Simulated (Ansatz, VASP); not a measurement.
KI: VASP beside Ansatz

```xyz
2
Lattice="0.0000 3.5460 3.5460 3.5460 0.0000 3.5460 3.5460 3.5460 0.0000" Properties=species:S:1:pos:R:3 pbc="T T T"
K     0.0000    0.0000    0.0000
I     3.5460    3.5460    3.5460
```

Alike in both runs: functional r2SCAN; k mesh 8 × 8 × 8; occupations fermi-dirac, width 0.05 eV; no spin polarisation.

Ansatz relaxed the structure, and its values are those at the end. VASP's run is a single point on that final structure, the one shown.

|  | VASP | Ansatz |
| --- | --- | --- |
| version | VASP 6.6.1 | Ansatz 0.2.0 |
| potentials or method | VASP PAW PBE potentials, release 64 (K_sv, I) | PAW with Ansatz's default frozen-core files, scalar-relativistic |
| plane-wave cutoff (eV) | 520 | 500 |
| valence electrons in the cell | 16 | 26 |

```csv
,VASP,Ansatz,Ansatz less VASP
pressure (GPa),0.0,0.0,0.00
```

VASP's potentials were made for PBE, not for r2SCAN. VASP's potentials hold 16 valence electrons a cell and Ansatz's 26, so a difference there can come from the potentials and not from the codes.

Spin-orbit coupling is off throughout.
